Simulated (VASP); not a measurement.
# Mo (I4/mmm) in VASP: a series of runs

Mo is run at these levels: PBEsol; tasks: single point.

Program: VASP 6.6.1. These are calculated values, not measurements. Logs are shortened: lines on timing, memory, paths and dates and some standing lists are left out, and cuts for length are marked.

**1. The cell of the first run**

It takes space group I4/mmm (No. 139, tetragonal). Conventional cell: a = 3.051 Å, b = 3.051 Å, c = 3.208 Å, α = 90.00°, β = 90.00°, γ = 90.00°. Within 3.5 Å of Mo (site symmetry 4/mmm) lie 14 Mo at 2.69 to 3.21 Å.

**2. Single point, PBEsol (strain -0.025 along x and y, +0.025 along z)**

INCAR reads:

```
SYSTEM = Mo
  PREC = Accurate
  ENCUT = 520
  EDIFF = 1E-6
  ISMEAR = 0
  SIGMA = 0.15
  LREAL = .False.
  LASPH = .True.
  NELM = 100
  ALGO = Fast
  ISIF = 2
  LWAVE = .False.
  LCHARG = .True.
  GGA = PS
  LELF = .True.
  LVHAR = .True.
  NBANDS = 13
```

KPOINTS reads:

```
Automatic mesh
0
Gamma
  26 26 26
  0 0 0
```

POSCAR reads:

```
Mo
1.0
   -1.5255370914      1.5255370914      1.6037697628
    1.5255370914     -1.5255370914      1.6037697628
    1.5255370914      1.5255370914     -1.6037697628
Mo
1
Direct
    0.0000000000      0.0000000000      0.0000000000
```

Potentials or basis: VASP PAW PBE potentials, release 64 (Mo_sv).

Run with:

```
cat potpaw_PBE.64/Mo_sv/POTCAR > POTCAR
mpirun -np 1 vasp_std > vasp.out
```

OUTCAR:

```text
SYSTEM = Mo
   PREC = Accurate
   ENCUT = 520
   EDIFF = 1E-6
   ISMEAR = 0
   LREAL = .False.
   LASPH = .True.
   NELM = 100
   ISIF = 2
   GGA = PS

 ion  position               nearest neighbor table
   1  0.000  0.000  0.000-

  LATTYP: Found a body centered tetragonal cell.
 ALAT       =     3.0510741828
 C/A-ratio  =     1.0512820513

  Lattice vectors:

 A1 = (  -1.5255370914,   1.5255370914,   1.6037697628)
 A2 = (   1.5255370914,  -1.5255370914,   1.6037697628)
 A3 = (   1.5255370914,   1.5255370914,  -1.6037697628)

Analysis of symmetry for initial positions (statically):
=====================================================================
 Subroutine PRICEL returns:
 Original cell was already a primitive cell.

 Routine SETGRP: Setting up the symmetry group for a
 body centered tetragonal supercell.

 Subroutine GETGRP returns: Found 16 space group operations
 (whereof 16 operations were pure point group operations)
 out of a pool of 16 trial point group operations.

The static configuration has the point symmetry D_4h.

Analysis of symmetry for dynamics (positions and initial velocities):
=====================================================================
 Subroutine PRICEL returns:
 Original cell was already a primitive cell.

 Routine SETGRP: Setting up the symmetry group for a
 body centered tetragonal supercell.

 Subroutine GETGRP returns: Found 16 space group operations
 (whereof 16 operations were pure point group operations)
 out of a pool of 16 trial point group operations.

The dynamic configuration has the point symmetry D_4h.

 Subroutine INISYM returns: Found 16 space group operations
 (whereof 16 operations are pure point group operations),
 and found     1 'primitive' translations

----------------------------------------------------------------------------------------

                                     Primitive cell

  volume of cell :      14.9296

  direct lattice vectors                    reciprocal lattice vectors
    -1.525537091  1.525537091  1.603769763     0.000000000  0.327753421  0.311765449
     1.525537091 -1.525537091  1.603769763     0.327753421  0.000000000  0.311765449
     1.525537091  1.525537091 -1.603769763     0.327753421  0.327753421  0.000000000

  length of vectors
     2.688234418  2.688234418  2.688234418     0.452349422  0.452349422  0.463513333

  position of ions in fractional coordinates (direct lattice)
     0.000000000  0.000000000  0.000000000

  ion indices of the primitive-cell ions
   primitive index   ion index
                 1           1

----------------------------------------------------------------------------------------

 KPOINTS: Automatic mesh

Automatic generation of k-mesh.
 Grid dimensions read from file:
 generate k-points for:   26   26   26

 Generating k-lattice:

  Cartesian coordinates                     Fractional coordinates (reciprocal lattice)
     0.000000000  0.012605901  0.011990979     0.038461538 -0.000000000  0.000000000
     0.012605901  0.000000000  0.011990979    -0.000000000  0.038461538  0.000000000
     0.012605901  0.012605901  0.000000000     0.000000000  0.000000000  0.038461538

  Length of vectors
     0.017398055  0.017398055  0.017827436

  Shift w.r.t. Gamma in fractional coordinates (k-lattice)
     0.000000000  0.000000000  0.000000000

 Subroutine IBZKPT returns following result:
 ===========================================

 Found   1330 irreducible k-points:

 Following reciprocal coordinates:
            Coordinates               Weight
  0.000000  0.000000  0.000000      1.000000
  0.038462 -0.000000  0.000000      8.000000
  0.076923 -0.000000  0.000000      8.000000
  0.115385 -0.000000  0.000000      8.000000
  0.153846 -0.000000  0.000000      8.000000
  0.192308 -0.000000  0.000000      8.000000
[... 16 lines left out ...]
  0.346154  0.038462  0.000000     16.000000
  0.384615  0.038462  0.000000     16.000000
 [... further k-points ...]
   k-points           NKPTS =   1330   k-points in BZ     NKDIM =   1330   number of bands    NBANDS=     13
   number of dos      NEDOS =    301   number of ions     NIONS =      1
   total plane-waves  NPLWV =   8000
   dimension x,y,z NGX =    20 NGY =   20 NGZ =   20
   dimension x,y,z NGXF=    40 NGYF=   40 NGZF=   40
   ions per type =               1
   NGX,Y,Z   is equivalent  to a cutoff of  12.37, 12.37, 12.37 a.u.
   NGXF,Y,Z  is equivalent  to a cutoff of  24.74, 24.74, 24.74 a.u.
 SYSTEM =  Mo
   PREC   = accura    normal or accurate (medium, high low for compatibility)
   ISTART =      0    job   : 0-new  1-cont  2-samecut
   ICHARG =      2    charge: 1-file 2-atom 10-const
   ISPIN  =      1    spin polarized calculation?
   LNONCOLLINEAR =      F non collinear calculations
   LSORBIT =      F    spin-orbit coupling
   LASPH  =      T    aspherical Exc in radial PAW
   ENCUT  =  520.0 eV  38.22 Ry    6.18 a.u.   5.00  5.00  5.00*2*pi/ulx,y,z
   NELM   =    100;   NELMIN=  2; NELMDL= -5     # of ELM steps
   EDIFF  = 0.1E-05   stopping-criterion for ELM
   LREAL  =      F    real-space projection
   EDIFFG = 0.1E-04   stopping-criterion for IOM
   NSW    =      0    number of steps for IOM
   IBRION =     -1    ionic relax: 0-MD 1-quasi-New 2-CG
   NFREE  =      0    steps in history (QN), initial steepest desc. (CG)
   ISIF   =      2    stress and relaxation
   ISYM   =      2    0-nonsym 1-usesym 2-fastsym
   POTIM  = 0.5000    time-step for ionic-motion
   TEBEG  =    0.0;   TEEND  =   0.0 temperature during run
   PSTRESS=    0.0 pullay stress
   NELECT =      14.0000    total number of electrons
   NUPDOWN=      -1.0000    fix difference up-down
   EMIN   =  10.00;   EMAX   =-10.00  energy-range for DOS
   EFERMI =   0.00;   METHOD = LEGACY
   ISMEAR =     0;   SIGMA  =   0.15  broadening in eV -4-tet -1-fermi 0-gaus
   EFERMI_NEDOS =   21; number of points for ismear=-14 and -15
   IALGO  =     68    algorithm
   IMIX   =      4    mixing-type and parameters
     AMIX     =   0.40;   BMIX     =  1.00
     AMIX_MAG =   1.60;   BMIX_MAG =  1.00
  volume/ion in A,a.u.               =      14.93       100.75
  Fermi-wavevector in a.u.,A,eV,Ry     =   1.602390  3.028079 34.935065  2.567655
  Thomas-Fermi vector in A             =   2.699219
   LORBIT       =      0    0 simple, 1 ext, 2 COOP (PROOUT), +10 PAW based schemes
   GGA     = PS    functional components
   LHFCALC =     F    Hartree Fock is set to
   AEXX    =    0.0000 exact exchange contribution
   IVDW    =     0    specifies the selected vdW correction
   LEPSILON=     F    determine dielectric tensor
   LRPA    =     F    only Hartree local field effects (RPA)
 non-spin polarized calculation
 RMM-DIIS sequential band-by-band and
 Gauss-broadening in eV      SIGMA  =   0.15
  energy-cutoff  :      520.00
  volume of cell :       14.93
 maximum number of plane-waves:       418
   NGX =  9   NGY =  9   NGZ =  9

 number of electron      13.9999999 magnetization

 Free energy of the ion-electron system (eV)
  ---------------------------------------------------
  ext. energy  EPLUGINS =         0.00000000
  ---------------------------------------------------
  free energy    TOTEN  =       -11.74480138 eV

  energy without entropy =      -11.73803114  energy(sigma->0) =      -11.74141626

 E-fermi :  13.2155     XC(G=0): -13.7892

 val. band max:       13.2149152122   @ k =  -0.2308  -0.2308   0.1154
 cond. band min:      13.2196352509   @ k =  -0.1923   0.3077   0.0769
 fundamental gap:      0.0047200388
 Fermi energy:        13.2155329270

 k-point     1 :       0.0000    0.0000    0.0000
  band No.  band energies     occupation
      1     -47.9812      2.00000
      2     -21.1615      2.00000
      3     -21.1498      2.00000
      4     -21.1498      2.00000
      5       5.7875      2.00000
      6      11.5903      2.00000
      7      11.5903      2.00000
      8      12.1774      2.00000
      9      14.5384      0.00000
     10      15.3028      0.00000
     11      27.4781      0.00000
     12      28.4471      0.00000
     13      28.4471      0.00000

 k-point     2 :       0.0385   -0.0000    0.0000
  band No.  band energies     occupation
      1     -47.9767      2.00000
      2     -21.1824      2.00000
      3     -21.1572      2.00000
      4     -21.1546      2.00000
      5       5.8564      2.00000
      6      11.5870      2.00000
      7      11.6042      2.00000
      8      12.1894      2.00000
      9      14.4963      0.00000
     10      15.2800      0.00000
     11      27.5914      0.00000
     12      28.5357      0.00000
     13      28.5620      0.00000

 k-point     3 :       0.0769   -0.0000    0.0000
  band No.  band energies     occupation
      1     -47.9635      2.00000
      2     -21.2566      2.00000
      3     -21.1788      2.00000
      4     -21.1557      2.00000
      5       6.0580      2.00000
      6      11.5723      2.00000
      7      11.5980      2.00000
      8      12.2760      2.00000
      9      14.3801      0.00000
     10      15.2280      0.00000
     11      27.8830      0.00000
     12      28.8004      0.00000
     13      28.9020      0.00000

 k-point     4 :       0.1154   -0.0000    0.0000
  band No.  band energies     occupation
      1     -47.9423      2.00000
      2     -21.3757      2.00000
      3     -21.2134      2.00000
      4     -21.1561      2.00000
      5       6.3761      2.00000
      6      11.4995      2.00000
      7      11.5357      2.00000
      8      12.5175      2.00000
      9      14.2292      0.00000
     10      15.1754      0.00000
     11      28.2267      0.00000
     12      29.2188      0.00000
     13      29.4537      0.00000

 k-point     5 :       0.1538   -0.0000    0.0000
  band No.  band energies     occupation
      1     -47.9143      2.00000
      2     -21.5306      2.00000
      3     -21.2587      2.00000
      4     -21.1564      2.00000
      5       6.7803      2.00000
      6      11.3183      2.00000
      7      11.4737      2.00000
      8      12.9142      1.99550
      9      14.1057      0.00000
     10      15.1400      0.00000
     11      28.4733      0.00000
     12      29.6878      0.00000
     13      30.1980      0.00000
[... 257 lines left out ...]
 k-point    22 :       0.3077    0.0385    0.0000
  band No.  band energies     occupation
      1     -47.7500      2.00000
      2     -22.3721      2.00000
      3     -21.5166      2.00000
      4     -21.1650      2.00000
      5       8.0105      2.00000
      6      10.2929      2.00000
      7      12.2429      2.00000
      8      14.4442      0.00000
      9      15.2953      0.00000
     10      16.0529      0.00000
     11      26.7689      0.00000
     12      28.4509      0.00000
     13      34.8039      0.00000

 k-point    23 :       0.3462    0.0385    0.0000
  band No.  band energies     occupation
      1     -47.7182      2.00000
      2     -22.5254      2.00000
      3     -21.5651      2.00000
      4     -21.1660      2.00000
      5       7.9284      2.00000
      6      10.1154      2.00000
      7      12.8894      1.99789
      8      14.5755      0.00000
      9      15.4412      0.00000
     10      16.8165      0.00000
     11      26.2020      0.00000
     12      27.5422      0.00000
     13      33.7931      0.00000

 k-point    24 :       0.3846    0.0385    0.0000
  band No.  band energies     occupation
      1     -47.6923      2.00000
      2     -22.6479      2.00000
      3     -21.6038      2.00000
      4     -21.1670      2.00000
      5       7.8177      2.00000
      6       9.9761      2.00000
      7      13.5571      0.00128
      8      14.6347      0.00000
      9      15.6270      0.00000
     10      17.5109      0.00000
     11      25.7462      0.00000
     12      26.6788      0.00000
     13      32.6626      0.00000

 [... further k-points ...]

------------------------ aborting loop because EDIFF is reached ----------------------------------------

  FORCE on cell =-STRESS in cart. coord.  units (eV):
  Direction    XX          YY          ZZ          XY          YZ          ZX
  --------------------------------------------------------------------------------------
  -------------------------------------------------------------------------------------
  Total        1.3214837      1.3214837     -0.2017069      0.0000000      0.0000000      0.0000000
  in kB      141.8158716    141.8158716    -21.6463036      0.0000000      0.0000000      0.0000000
  external PRESSURE =      87.3284798 kB  Pullay stress =       0.0000000 kB

 VOLUME and BASIS-vectors are now :
 -----------------------------------------------------------------------------
  energy-cutoff  :      520.00
  volume of cell :       14.93
      direct lattice vectors                 reciprocal lattice vectors
    -1.525537091  1.525537091  1.603769763     0.000000000  0.327753421  0.311765449
     1.525537091 -1.525537091  1.603769763     0.327753421  0.000000000  0.311765449
     1.525537091  1.525537091 -1.603769763     0.327753421  0.327753421  0.000000000

 POSITION                                       TOTAL-FORCE (eV/Angst)
 -----------------------------------------------------------------------------------
      0.00000      0.00000      0.00000         0.000000      0.000000     -0.000000
 -----------------------------------------------------------------------------------
    total drift:                                0.000000     -0.000000      0.000000

  FREE ENERGIE OF THE ION-ELECTRON SYSTEM (eV)
  ---------------------------------------------------
  free  energy   TOTEN  =       -11.7448013840 eV

  energy  without entropy=      -11.7380311439  energy(sigma->0) =      -11.74141626
```

It took 87 s on 1 thread of Intel Xeon 6975P-C (Granite Rapids), shared host; peak memory 0.33 GiB.

Results:

```
Free energy            : -11.7448 eV
Pressure               : 8.7 GPa
Band gap on the k mesh : zero (bands 7 and 8 overlap by 5.28 eV)
```

Stress tensor (GPa, compression positive):
```
14.18  0.00  0.00
 0.00 14.18  0.00
 0.00  0.00 -2.16
```

Caveat: the cell differs from its parent crystal (strain -0.025 along x and y, +0.025 along z); the stress differs along the axes, from -2 to 14 GPa; the PAW data sets were made with another functional, which shifts forces and pressure a little.

**3. Single point, PBEsol (strain +0.000 along x and y, +0.025 along z)**

INCAR reads:

```
ALGO = Fast
EDIFF = 1E-6
ENCUT = 520
GGA = PS
ISIF = 2
ISMEAR = 0
LASPH = T
LCHARG = T
LELF = T
LREAL = F
LVHAR = T
LWAVE = F
NBANDS = 13
NELM = 80
PREC = Accurate
SIGMA = 0.15
```

KPOINTS reads:

```
k-points
0
Gamma
  26 26 26
```

POSCAR reads:

```
Mo
1.0
   -1.5646534271      1.5646534271      1.6037697628
    1.5646534271     -1.5646534271      1.6037697628
    1.5646534271      1.5646534271     -1.6037697628
Mo
1
Direct
    0.0000000000      0.0000000000      0.0000000000
```

Potentials or basis: VASP PAW PBE potentials, release 64 (Mo_sv).

Run with:

```
cat potpaw_PBE.64/Mo_sv/POTCAR > POTCAR
mpirun -np 1 vasp_std > vasp.out
```

Wall time 77 s (1 thread of Intel Xeon 6975P-C (Granite Rapids), shared host); peak memory 0.34 GiB.

The run converged. Its results:

| Property | Result |
| --- | --- |
| Free energy | -11.7694 eV |
| Pressure | -5.9 GPa |
| Band gap on the k mesh | zero (bands 7 and 8 overlap by 5.14 eV) |

Stress tensor (GPa, compression positive):
```
 -3.37   0.00   0.00
  0.00  -3.37   0.00
  0.00   0.00 -10.87
```

Levels at points of the mesh, in eV from the Fermi level:
| k point | band 4 | band 5 | band 6 | band 7 | band 8 | band 9 | band 10 | band 11 |
| --- | --- | --- | --- | --- | --- | --- | --- | --- |
| (0.00, 0.00, 0.00) | -34.47 | -7.26 | -1.43 | -1.43 | -1.15 | 1.47 | 1.82 | 14.51 |
| (0.50, 0.00, 0.00) | -34.48 | -5.30 | -3.27 | 1.51 | 1.54 | 2.30 | 4.73 | 11.49 |
| (0.50, 0.50, 0.00) | -34.51 | -5.33 | -3.57 | 1.73 | 1.92 | 2.43 | 4.80 | 11.74 |
| (0.50, 0.50, 0.50) | -35.41 | -5.45 | -5.39 | 3.94 | 4.03 | 4.03 | 8.57 | 9.21 |

Caveat: the cell differs from its parent crystal (strain +0.000 along x and y, +0.025 along z); the stress differs along the axes, from -11 to -3 GPa; the PAW data sets were made with another functional, which shifts forces and pressure a little.
